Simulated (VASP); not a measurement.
Runs of VASP 6.6.1 on Si. The structure is tetragonal, space group I4_1/amd (No. 141). Conventional cell: a = 4.743 Å, b = 4.743 Å, c = 2.659 Å, α = 90.00°, β = 90.00°, γ = 90.00°. Si (site symmetry -4m2) has 10 Si at 2.46 to 3.10 Å within 3.3 Å. 

```tsv
k mesh	gap on the mesh (eV)	pressure (GPa)
8 × 8 × 8	none	3.4
3 × 3 × 3	none	2.0
6 × 6 × 6	none	(a)
4 × 4 × 4	none	3.6
12 × 12 × 12	none	3.3
10 × 10 × 10	none	3.3
```

Alike in all rows: task single point; level PBE; potentials or basis VASP PAW PBE potentials, release 64 (Si); no spin polarisation; cell as given; cutoff (eV) 500; smearing fermi-dirac 0.1 eV.

Question: Fill in the values left out.

Answer: (a) 3.1.

Caveats: some runs use coarse meshes; the cell stands under pressure (at least some runs).

A gap of «none» marks levels without a gap at the run's occupations.
